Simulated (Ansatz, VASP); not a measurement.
# Two plane-wave programs on IrS

File INCAR:

```
SYSTEM = IrS
PREC = Accurate ; ENCUT = 520
EDIFF = 1E-6 ; ISMEAR = 0
SIGMA = 0.05 ; LREAL = .FALSE.
LASPH = .TRUE. ; NELM = 80
ALGO = Normal ; ISIF = 2
LWAVE = .FALSE. ; LCHARG = .FALSE.
GGA = PE ; NBANDS = 14
```

File KPOINTS:

```
Automatic mesh
0
G
  10 10 10
  0 0 0
```

Contents of POSCAR:

```
IrS
1.0
    0.0000000000      2.6364931245      2.5837632620
    2.6364931245      0.0000000000      2.5837632620
    2.6364931245      2.6364931245      0.0000000000
Ir S
1 1
Direct
    0.0000000000      0.0000000000      0.0000000000
    0.2500000000      0.2500000000      0.2500000000
```

Input for Ansatz:

```yaml
crystal:
  lattice:
    - [0.0, 2.6364931245, 2.583763262]
    - [2.6364931245, 0.0, 2.583763262]
    - [2.6364931245, 2.6364931245, 0.0]
  atoms:
    - { symbol: Ir, position: [0.0, 0.0, 0.0] }
    - { symbol: S, position: [0.25, 0.25, 0.25] }
basis:
  ecutwfc: 420
  ecutrho_ratio: 4
kpoints:
  mp_grid: { grid: [10, 10, 10] }
hamiltonian:
  xc: pbe
scf:
  occupations: { method: gaussian, width: 0.05 }
output:
  forces: true
  stress: true
  eigenvalues: true
```

Change from the starting cell: strain e3 = -0.02, atoms carried along.

Alike in both runs: task single point; functional PBE; k mesh 10 × 10 × 10; occupations gaussian, width 0.05 eV; no spin polarisation.

```csv
,VASP,Ansatz
version,VASP 6.6.1,Ansatz 0.2.0
potentials or method,"VASP PAW PBE potentials, release 64 (Ir, S), cutoff 520 eV","scalar-relativistic, plane waves, PAW"
valence electrons in the cell,15,23
```

|  | VASP | Ansatz | Ansatz less VASP |
| --- | --- | --- | --- |
| gap on the k mesh at the Fermi level (eV) | none | none | - |
| pressure (GPa) | 3.8 | 3.2 | -0.57 |
| traceless stress, the component that is largest in VASP (GPa) | -0.27 | -0.27 | +0.002 |

A gap of «none» marks a metal or a gap that the smearing closes. VASP's potentials hold 15 valence electrons a cell and Ansatz's 23, so a difference there can come from the potentials and not from the codes.

Neither program's run includes spin-orbit coupling.
